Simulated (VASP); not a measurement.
# Na3SbF6 (Fm-3m) in VASP: further runs

Na3SbF6 is run at these levels: PBE; tasks: single point, relaxation of cell and atoms.

Everything below comes from runs of VASP 6.6.1. Logs are shortened: lines on timing, memory, paths and dates and some standing lists are left out, and cuts for length are marked.

## (1) The cell of the first run

It takes space group Fm-3m (No. 225, cubic). The conventional cell has a = 8.821 Å, b = 8.821 Å, c = 8.821 Å, α = 90.00°, β = 90.00°, γ = 90.00°. Na (site symmetry -43m) has 12 F at 3.12 Å and 4 Na at 3.82 Å and 4 Sb at 3.82 Å within 4.1 Å. Within 2.9 Å of Na (site symmetry m-3m) lie 6 F at 2.22 Å. Within 2.9 Å of Sb (site symmetry m-3m) lie 6 F at 2.19 Å. F (site symmetry 4mm) has 1 Sb at 2.19 Å and 1 Na at 2.22 Å within 2.9 Å.

## (2) Single point, PBE

INCAR

```
SYSTEM = Na3SbF6
ALGO = Normal ; EDIFF = 1E-6
ENCUT = 520 ; GGA = PE
ISIF = 2 ; ISMEAR = 0
LASPH = .True. ; LCHARG = .False.
LREAL = .False. ; LWAVE = .False.
NBANDS = 45 ; NELM = 60
PREC = Accurate ; SIGMA = 0.02
```

KPOINTS

```
k-points
0
Gamma
  6 6 6
  0 0 0
```

POSCAR

```
Na3SbF6
1.0
    0.0000000000      4.4107157506      4.4107157506
    4.4107157506      0.0000000000      4.4107157506
    4.4107157506      4.4107157506      0.0000000000
Na Sb F
3 1 6
Direct
    0.7500000000      0.7500000000      0.7500000000
    0.2500000000      0.2500000000      0.2500000000
    0.5000000000      0.5000000000      0.5000000000
    0.0000000000      0.0000000000      0.0000000000
    0.7522164618      0.2477835382      0.2477835382
    0.2477835382      0.2477835382      0.7522164618
    0.2477835382      0.7522164618      0.7522164618
    0.2477835382      0.7522164618      0.2477835382
    0.7522164618      0.2477835382      0.7522164618
    0.7522164618      0.7522164618      0.2477835382
```

Potentials or basis: VASP PAW PBE potentials, release 64 (Na_pv, Sb, F).

On the command line:

```
$ cat potpaw_PBE.64/Na_pv/POTCAR potpaw_PBE.64/Sb/POTCAR potpaw_PBE.64/F/POTCAR > POTCAR
$ mpirun -np 1 vasp_std > vasp.out
```

OUTCAR:

```text
SYSTEM = Na3SbF6
   EDIFF = 1E-6
   ENCUT = 520
   GGA = PE
   ISIF = 2
   ISMEAR = 0
   LASPH = .True.
   LREAL = .False.
   NELM = 60
   PREC = Accurate

 ion  position               nearest neighbor table
   1  0.750  0.750  0.750-
   2  0.250  0.250  0.250-
   3  0.500  0.500  0.500-   5 2.22   6 2.22   7 2.22   8 2.22   9 2.22  10 2.22
   4  0.000  0.000  0.000-   5 2.19   6 2.19   7 2.19   8 2.19   9 2.19  10 2.19
   5  0.752  0.248  0.248-   4 2.19   3 2.22
   6  0.248  0.248  0.752-   4 2.19   3 2.22
   7  0.248  0.752  0.752-   4 2.19   3 2.22
   8  0.248  0.752  0.248-   4 2.19   3 2.22
   9  0.752  0.248  0.752-   4 2.19   3 2.22
  10  0.752  0.752  0.248-   4 2.19   3 2.22

  LATTYP: Found a face centered cubic cell.
 ALAT       =     8.8214315012

  Lattice vectors:

 A1 = (   0.0000000000,   4.4107157506,   4.4107157506)
 A2 = (   4.4107157506,   0.0000000000,   4.4107157506)
 A3 = (   4.4107157506,   4.4107157506,   0.0000000000)

Analysis of symmetry for initial positions (statically):
=====================================================================
 Subroutine PRICEL returns:
 Original cell was already a primitive cell.

 Routine SETGRP: Setting up the symmetry group for a
 face centered cubic supercell.

 Subroutine GETGRP returns: Found 48 space group operations
 (whereof 48 operations were pure point group operations)
 out of a pool of 48 trial point group operations.

The static configuration has the point symmetry O_h .

Analysis of symmetry for dynamics (positions and initial velocities):
=====================================================================
 Subroutine PRICEL returns:
 Original cell was already a primitive cell.

 Routine SETGRP: Setting up the symmetry group for a
 face centered cubic supercell.

 Subroutine GETGRP returns: Found 48 space group operations
 (whereof 48 operations were pure point group operations)
 out of a pool of 48 trial point group operations.

The dynamic configuration has the point symmetry O_h .

 Subroutine INISYM returns: Found 48 space group operations
 (whereof 48 operations are pure point group operations),
 and found     1 'primitive' translations

----------------------------------------------------------------------------------------

                                     Primitive cell

  volume of cell :     171.6158

  direct lattice vectors                    reciprocal lattice vectors
[... 104 lines left out ...]
   PSTRESS=    0.0 pullay stress
   NELECT =      68.0000    total number of electrons
   NUPDOWN=      -1.0000    fix difference up-down
   EMIN   =  10.00;   EMAX   =-10.00  energy-range for DOS
   EFERMI =   0.00;   METHOD = LEGACY
   ISMEAR =     0;   SIGMA  =   0.02  broadening in eV -4-tet -1-fermi 0-gaus
   EFERMI_NEDOS =   21; number of points for ismear=-14 and -15
   IALGO  =     38    algorithm
   IMIX   =      4    mixing-type and parameters
     AMIX     =   0.40;   BMIX     =  1.00
     AMIX_MAG =   1.60;   BMIX_MAG =  1.00
  volume/ion in A,a.u.               =      17.16       115.81
  Fermi-wavevector in a.u.,A,eV,Ry     =   1.202427  2.272258 19.671722  1.445831
  Thomas-Fermi vector in A             =   2.338209
   LORBIT       =      0    0 simple, 1 ext, 2 COOP (PROOUT), +10 PAW based schemes
   GGA     = PE    functional components
   LHFCALC =     F    Hartree Fock is set to
   AEXX    =    0.0000 exact exchange contribution
   IVDW    =     0    specifies the selected vdW correction
   LEPSILON=     F    determine dielectric tensor
   LRPA    =     F    only Hartree local field effects (RPA)
 non-spin polarized calculation
 Gauss-broadening in eV      SIGMA  =   0.02
  energy-cutoff  :      520.00
  volume of cell :      171.62
 maximum number of plane-waves:      4656
 NGX is ok and might be reduce to    48
   NGX = 23   NGY = 23   NGZ = 23

 number of electron      68.0000015 magnetization

 Free energy of the ion-electron system (eV)
  ---------------------------------------------------
  ext. energy  EPLUGINS =         0.00000000
  ---------------------------------------------------
  free energy    TOTEN  =       -43.33914780 eV

  energy without entropy =      -43.33914780  energy(sigma->0) =      -43.33914780

 E-fermi :   0.6828     XC(G=0):  -8.0536

 val. band max:        0.5127463497   @ k =  -0.3333   0.5000   0.1667
 cond. band min:       3.8714994396   @ k =   0.0000   0.0000   0.0000
 fundamental gap:      3.3587530900
 Fermi energy:         0.6828408379

 k-point     1 :       0.0000    0.0000    0.0000
  band No.  band energies     occupation
      1     -23.2821      2.00000
      2     -23.2821      2.00000
      3     -23.2821      2.00000
      4     -23.2801      2.00000
      5     -23.2801      2.00000
      6     -23.2801      2.00000
[... 757 lines left out ...]
     44      10.2182      0.00000
     45      10.6304      0.00000

------------------------ aborting loop because EDIFF is reached ----------------------------------------

  FORCE on cell =-STRESS in cart. coord.  units (eV):
  Direction    XX          YY          ZZ          XY          YZ          ZX
  --------------------------------------------------------------------------------------
  -------------------------------------------------------------------------------------
  Total       -0.5196313     -0.5196313     -0.5196313     -0.0000000      0.0000000      0.0000000
  in kB       -4.8511945     -4.8511945     -4.8511945     -0.0000000      0.0000000      0.0000000
  external PRESSURE =      -4.8511945 kB  Pullay stress =       0.0000000 kB

 VOLUME and BASIS-vectors are now :
 -----------------------------------------------------------------------------
  energy-cutoff  :      520.00
  volume of cell :      171.62
      direct lattice vectors                 reciprocal lattice vectors
     0.000000000  4.410715751  4.410715751    -0.113360286  0.113360286  0.113360286
     4.410715751  0.000000000  4.410715751     0.113360286 -0.113360286  0.113360286
     4.410715751  4.410715751  0.000000000     0.113360286  0.113360286 -0.113360286

 POSITION                                       TOTAL-FORCE (eV/Angst)
 -----------------------------------------------------------------------------------
      6.61607      6.61607      6.61607         0.000000      0.000000     -0.000000
      2.20536      2.20536      2.20536         0.000000      0.000000      0.000000
      4.41072      4.41072      4.41072         0.000000      0.000000      0.000000
      0.00000      0.00000      0.00000         0.000000      0.000000      0.000000
      2.18581      4.41072      4.41072        -0.079478      0.000000      0.000000
      4.41072      4.41072      2.18581         0.000000      0.000000     -0.079478
      6.63563      4.41072      4.41072         0.079478      0.000000      0.000000
      4.41072      2.18581      4.41072         0.000000     -0.079478      0.000000
      4.41072      6.63563      4.41072         0.000000      0.079478      0.000000
      4.41072      4.41072      6.63563         0.000000      0.000000      0.079478
 -----------------------------------------------------------------------------------
    total drift:                               -0.000000     -0.000000      0.000000

  FREE ENERGIE OF THE ION-ELECTRON SYSTEM (eV)
  ---------------------------------------------------
  free  energy   TOTEN  =       -43.3391478017 eV

  energy  without entropy=      -43.3391478017  energy(sigma->0) =      -43.33914780
```

stdout:

```text
POSCAR found type information on POSCAR NaSbF
 POSCAR found :  3 types and      10 ions
 scaLAPACK will be used
 LDA part: xc-table for (Slater+PW92), standard interpolation
 POSCAR, INCAR and KPOINTS ok, starting setup
 FFT: planning ... GRIDC
 FFT: planning ... GRID_SOFT
 FFT: planning ... GRID
 WAVECAR not read
 entering main loop
```

It took 73 s on 1 thread of Intel Xeon 6975P-C (Granite Rapids), shared host; peak memory 0.36 GiB.

What came out:

```
Free energy            : -43.3391 eV
Pressure               : -0.5 GPa
Largest force          : 0.079 eV/Å
Band gap on the k mesh : 3.36 eV (least direct gap 3.59 eV)
```

Forces on the atoms (eV/Å):
```
Na   0.000  0.000  0.000
Na   0.000  0.000  0.000
Na   0.000  0.000  0.000
Sb   0.000  0.000  0.000
F   -0.079  0.000  0.000
F    0.000  0.000 -0.079
F    0.079  0.000  0.000
F    0.000 -0.079  0.000
F    0.000  0.079  0.000
F    0.000  0.000  0.079
```

Levels at points of the mesh, in eV from the valence-band top:
```csv
k point,band 32,band 33,band 34,band 35,band 36,band 37
"(0.00, 0.00, 0.00)",-2.76,-2.76,-0.79,3.36,4.81,4.81
"(0.50, 0.00, 0.00)",-2.97,-2.93,-0.09,3.50,4.75,5.04
"(0.50, 0.50, 0.00)",-3.16,-2.77,-0.03,3.97,4.72,4.72
```

Caveat: spin-orbit coupling is left out, which moves the levels of the heavy elements.

## (3) Relaxation of cell and atoms, PBE

This run uses another cell than the first one, of 17.09 Å³/atom.

INCAR

```
  PREC = Accurate
  ENCUT = 600
  EDIFF = 1E-6
  ISMEAR = 0
  SIGMA = 0.02
  LREAL = False
  LASPH = True
  NELM = 100
  ALGO = Normal
  ISIF = 3
  LWAVE = False
  LCHARG = False
  GGA = PE
  IBRION = 2
  NSW = 100
  EDIFFG = -0.01
```

KPOINTS

```
Automatic mesh
0
Gamma
  6 6 6
```

POSCAR

```
Na3SbF6
1.0
    0.0000000000      4.4044840000      4.4044840000
    4.4044840000      0.0000000000      4.4044840000
    4.4044840000      4.4044840000      0.0000000000
Na Sb F
3 1 6
Direct
    0.7500000000      0.7500000000      0.7500000000
    0.2500000000      0.2500000000      0.2500000000
    0.5000000000      0.5000000000      0.5000000000
    0.0000000000      0.0000000000      0.0000000000
    0.7526500000      0.2473500000      0.2473500000
    0.2473500000      0.2473500000      0.7526500000
    0.2473500000      0.7526500000      0.7526500000
    0.2473500000      0.7526500000      0.2473500000
    0.7526500000      0.2473500000      0.7526500000
    0.7526500000      0.7526500000      0.2473500000
```

Potentials or basis: VASP PAW PBE potentials, release 64 (Na_pv, Sb, F).

On the command line:

```
$ cat potpaw_PBE.64/Na_pv/POTCAR potpaw_PBE.64/Sb/POTCAR potpaw_PBE.64/F/POTCAR > POTCAR
$ mpirun -np 1 vasp_std > vasp.out
```

OUTCAR:

```text
PREC = Accurate
   ENCUT = 600
   EDIFF = 1E-6
   ISMEAR = 0
   LREAL = False
   LASPH = True
   NELM = 100
   ISIF = 3
   GGA = PE
   IBRION = 2
   NSW = 100
   EDIFFG = -0.01

 ion  position               nearest neighbor table
   1  0.750  0.750  0.750-
   2  0.250  0.250  0.250-
   3  0.500  0.500  0.500-   5 2.23   6 2.23   7 2.23   8 2.23   9 2.23  10 2.23
   4  0.000  0.000  0.000-   5 2.18   6 2.18   7 2.18   8 2.18   9 2.18  10 2.18
   5  0.753  0.247  0.247-   4 2.18   3 2.23
   6  0.247  0.247  0.753-   4 2.18   3 2.23
   7  0.247  0.753  0.753-   4 2.18   3 2.23
   8  0.247  0.753  0.247-   4 2.18   3 2.23
   9  0.753  0.247  0.753-   4 2.18   3 2.23
  10  0.753  0.753  0.247-   4 2.18   3 2.23

  LATTYP: Found a face centered cubic cell.
 ALAT       =     8.8089680000

  Lattice vectors:

 A1 = (   0.0000000000,   4.4044840000,   4.4044840000)
 A2 = (   4.4044840000,   0.0000000000,   4.4044840000)
 A3 = (   4.4044840000,   4.4044840000,   0.0000000000)

Analysis of symmetry for initial positions (statically):
=====================================================================
 Subroutine PRICEL returns:
 Original cell was already a primitive cell.

 Routine SETGRP: Setting up the symmetry group for a
 face centered cubic supercell.

 Subroutine GETGRP returns: Found 48 space group operations
 (whereof 48 operations were pure point group operations)
 out of a pool of 48 trial point group operations.

The static configuration has the point symmetry O_h .

Analysis of symmetry for dynamics (positions and initial velocities):
=====================================================================
 Subroutine PRICEL returns:
 Original cell was already a primitive cell.

 Routine SETGRP: Setting up the symmetry group for a
 face centered cubic supercell.

 Subroutine GETGRP returns: Found 48 space group operations
[... 116 lines left out ...]
   ISIF   =      3    stress and relaxation
   ISYM   =      2    0-nonsym 1-usesym 2-fastsym
   POTIM  = 0.5000    time-step for ionic-motion
   TEBEG  =    0.0;   TEEND  =   0.0 temperature during run
   PSTRESS=    0.0 pullay stress
   NELECT =      68.0000    total number of electrons
   NUPDOWN=      -1.0000    fix difference up-down
   EMIN   =  10.00;   EMAX   =-10.00  energy-range for DOS
   EFERMI =   0.00;   METHOD = LEGACY
   ISMEAR =     0;   SIGMA  =   0.02  broadening in eV -4-tet -1-fermi 0-gaus
   EFERMI_NEDOS =   21; number of points for ismear=-14 and -15
   IALGO  =     38    algorithm
   IMIX   =      4    mixing-type and parameters
     AMIX     =   0.40;   BMIX     =  1.00
     AMIX_MAG =   1.60;   BMIX_MAG =  1.00
  volume/ion in A,a.u.               =      17.09       115.32
  Fermi-wavevector in a.u.,A,eV,Ry     =   1.204128  2.275473 19.727427  1.449925
  Thomas-Fermi vector in A             =   2.339862
   LORBIT       =      0    0 simple, 1 ext, 2 COOP (PROOUT), +10 PAW based schemes
   GGA     = PE    functional components
   LHFCALC =     F    Hartree Fock is set to
   AEXX    =    0.0000 exact exchange contribution
   IVDW    =     0    specifies the selected vdW correction
   LEPSILON=     F    determine dielectric tensor
   LRPA    =     F    only Hartree local field effects (RPA)
 conjugate gradient relaxation of ions
 non-spin polarized calculation
 Gauss-broadening in eV      SIGMA  =   0.02
  energy-cutoff  :      600.00
  volume of cell :      170.89
 maximum number of plane-waves:      5769
 NGX is ok and might be reduce to    50
   NGX = 25   NGY = 25   NGZ = 25

--------------------------------------- Ionic step        1  -------------------------------------------

 number of electron      68.0000019 magnetization

 Free energy of the ion-electron system (eV)
  ---------------------------------------------------
  ext. energy  EPLUGINS =         0.00000000
  ---------------------------------------------------
  free energy    TOTEN  =       -43.35149472 eV

  energy without entropy =      -43.35149472  energy(sigma->0) =      -43.35149472

------------------------ aborting loop because EDIFF is reached ----------------------------------------

  FORCE on cell =-STRESS in cart. coord.  units (eV):
  Direction    XX          YY          ZZ          XY          YZ          ZX
  --------------------------------------------------------------------------------------
  -------------------------------------------------------------------------------------
  Total       -0.2292604     -0.2292604     -0.2292604      0.0000000     -0.0000000      0.0000000
  in kB       -2.1494361     -2.1494361     -2.1494361      0.0000000     -0.0000000      0.0000000
  external PRESSURE =      -2.1494361 kB  Pullay stress =       0.0000000 kB
[... 207 lines left out ...]
--------------------------------------- Ionic step        6  -------------------------------------------

 number of electron      68.0000024 magnetization

 Free energy of the ion-electron system (eV)
  ---------------------------------------------------
  ext. energy  EPLUGINS =         0.00000000
  ---------------------------------------------------
  free energy    TOTEN  =       -43.35223090 eV

  energy without entropy =      -43.35223090  energy(sigma->0) =      -43.35223090

 E-fermi :   0.7818     XC(G=0):  -8.0938

 val. band max:        0.6457035674   @ k =  -0.3333   0.5000   0.1667
 cond. band min:       3.9558926777   @ k =   0.0000   0.0000   0.0000
 fundamental gap:      3.3101891103
 Fermi energy:         0.7818368241

 k-point     1 :       0.0000    0.0000    0.0000
  band No.  band energies     occupation
      1     -23.2133      2.00000
      2     -23.2133      2.00000
      3     -23.2133      2.00000
      4     -23.2112      2.00000
      5     -23.2112      2.00000
      6     -23.2112      2.00000
[... 714 lines left out ...]
  FREE ENERGIE OF THE ION-ELECTRON SYSTEM (eV)
  ---------------------------------------------------
  free  energy   TOTEN  =       -43.3522309033 eV

  energy  without entropy=      -43.3522309033  energy(sigma->0) =      -43.35223090

 reached required accuracy - stopping structural energy minimisation
```

It took 4.6 min on 1 thread of Intel Xeon 6975P-C (Granite Rapids), shared host; peak memory 0.43 GiB.

What came out:

```
Free energy                           : -43.3522 eV
Relaxed volume                        : 17.00 Å³/atom
Relaxed cell                          : a = 6.218 Å, b = 6.218 Å, c = 6.218 Å, α = 60.00°, β = 60.00°, γ = 60.00°
Space group after relaxing (to 0.1 Å) : Fm-3m (No. 225)
Energy gained by relaxing             : 0.1 meV/atom
Ionic steps                           : 6
Pressure after relaxing               : 0.0 GPa
Largest force after relaxing          : 0.009 eV/Å
Band gap on the k mesh                : 3.31 eV (least direct gap 3.56 eV)
```

Forces in eV/Å, atoms in the order of the input:
```
Na   0.000  0.000  0.000
Na   0.000  0.000  0.000
Na   0.000  0.000  0.000
Sb   0.000  0.000  0.000
F    0.009  0.000  0.000
F    0.000  0.000  0.009
F   -0.009  0.000  0.000
F    0.000  0.009  0.000
F    0.000 -0.009  0.000
F    0.000  0.000 -0.009
```

Step by step:
```tsv
step	energy change (eV)	largest force (eV/Å)	pressure (GPa)	volume (Å³)
1	0.0000	0.0046	-0.21	170.89
2	-0.0005	0.0219	-0.06	170.32
3	-0.0006	0.0293	0.03	170.09
4	-0.0006	0.0274	-0.01	170.15
5	-0.0006	0.0286	0.00	170.12
6	-0.0007	0.0092	0.00	169.96
```

Final structure:
```xyz
10
Lattice="0.0000 4.3965 4.3965 4.3965 0.0000 4.3965 4.3965 4.3965 0.0000" Properties=species:S:1:pos:R:3 pbc="T T T"
Na    6.5948    6.5948    6.5948
Na    2.1983    2.1983    2.1983
Na    4.3965    4.3965    4.3965
Sb    4.3965    0.0000    4.3965
F     2.1768    4.3965    4.3965
F     4.3965    4.3965    2.1768
F     6.6162    4.3965    4.3965
F     4.3965    2.1768    4.3965
F     4.3965    6.6162    4.3965
F     4.3965    4.3965    6.6162
```

Caveat: spin-orbit coupling is left out, which moves the levels of the heavy elements.
